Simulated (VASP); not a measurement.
Write the native input for VASP 6.6.1 that does the following.

| Property | Result |
| --- | --- |
| Task | single point |
| Functional | PBE |
| Dispersion | D3(BJ) |
| Potentials or basis | VASP PAW PBE potentials, release 64 (S, W_sv) |
| Cutoff | 520 eV |
| k mesh | 9 × 9 × 1 |
| Occupations | gaussian, width 0.05 eV |
| Spin | no spin polarisation |
| Dipole correction | yes |
| Further INCAR settings | ALGO = Normal; EDIFF = 1e-07; NBANDS = 35 |

The structure of WS2 lies in POSCAR:

```
WS2
1.0
    3.1595457497      0.0000000000      0.0000000000
   -1.5797728749      2.7362468836      0.0000000000
    0.0000000000      0.0000000000     23.8042575719
S W
4 2
Direct
    0.3333333333      0.6666666667      0.1890418126
    0.3333333333      0.6666666667      0.3214605103
    0.3333333333      0.6666666667      0.4785752612
    0.3333333333      0.6666666667      0.6109939589
    0.6666666667      0.3333333333      0.2552511581
    0.6666666667      0.3333333333      0.5447846067
```

These files were run (other wordings do the same):

INCAR

```
PREC = Accurate ; ENCUT = 520
EDIFF = 1E-7 ; ISMEAR = 0
SIGMA = 0.05 ; LREAL = F
LASPH = T ; NELM = 100
ALGO = Normal ; ISIF = 2
LWAVE = F ; LCHARG = F
LDIPOL = T ; IDIPOL = 3
DIPOL = 0.5 0.5 0.400 ; GGA = PE
IVDW = 12 ; NBANDS = 35
```

KPOINTS

```
Automatic mesh
0
Gamma
  9 9 1
```

Potentials or basis: VASP PAW PBE potentials, release 64 (S, W_sv).

Launch:

```console
$ cat potpaw_PBE.64/S/POTCAR potpaw_PBE.64/W_sv/POTCAR > POTCAR
$ mpirun -np 1 vasp_std > vasp.out
```

Results of the run:

The largest force is 0.033 eV/Å and the band gap on the k mesh is 1.82 eV (least direct gap 1.91 eV). The dispersion energy per atom is -0.344 eV.

Caveat: spin-orbit coupling is left out, which moves the levels of the heavy elements.

Wall time 110 s on 1 thread of Intel(R) Xeon(R) Platinum 8259CL CPU @ 2.50GHz (Skylake/Cascade Lake) (shared host), peak memory 0.34 GiB.
